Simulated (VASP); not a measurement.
**Cu: single point with LDA**

Crystal: Cu.

```
CELL_PARAMETERS angstrom
2.53076 0.00000 0.00000
-1.26538 2.19171 0.00000
0.00000 0.00000 8.26182
ATOMIC_POSITIONS crystal
Cu 0.99523 0.00022 0.99836
Cu 0.32777 0.66229 0.25017
Cu 0.00561 0.00102 0.49917
Cu 0.66019 0.32084 0.75069
```

```json
{
 "Program": "VASP 6.6.1",
 "Task": "single point",
 "Functional": "LDA",
 "Potentials or basis": "VASP PAW LDA potentials, release 64 (Cu_sv_GW)",
 "Cutoff": "820 eV",
 "k mesh": "7 × 7 × 2",
 "Occupations": "fermi-dirac, width 0.1 eV",
 "Spin": "no spin polarisation"
}
```

```yaml
Pressure: -9.9 GPa
Largest_force: 0.129 eV/Å
Band_gap_on_the_k_mesh: zero (bands 38 and 39 overlap by 4.25 eV)
```

Forces on the atoms (eV/Å):
```
Cu   0.013 -0.031  0.125
Cu   0.012  0.019 -0.080
Cu  -0.026 -0.031  0.068
Cu   0.001  0.043 -0.113
```

Stress tensor (GPa, compression positive):
```
 -9.76  -0.08   0.02
 -0.08 -10.04  -0.02
  0.02  -0.02  -9.79
```

Levels at points of the mesh, in eV from the Fermi level:
```csv
k point,band 36,band 37,band 38,band 39,band 40,band 41
"(0.00, 0.00, 0.00)",-1.96,-1.95,-1.67,-1.65,-1.07,3.92
"(0.00, 0.00, 0.50)",-2.24,-1.80,-1.79,-1.77,-1.77,7.07
```

It took 3.2 min on 1 thread of Intel(R) Xeon(R) Platinum 8375C CPU @ 2.90GHz (Ice Lake), on a shared host, peak memory 0.29 GiB.

Caveat: the k points lie up to 0.41 Å⁻¹ apart, too coarse for converged energies and pressures of a metal.
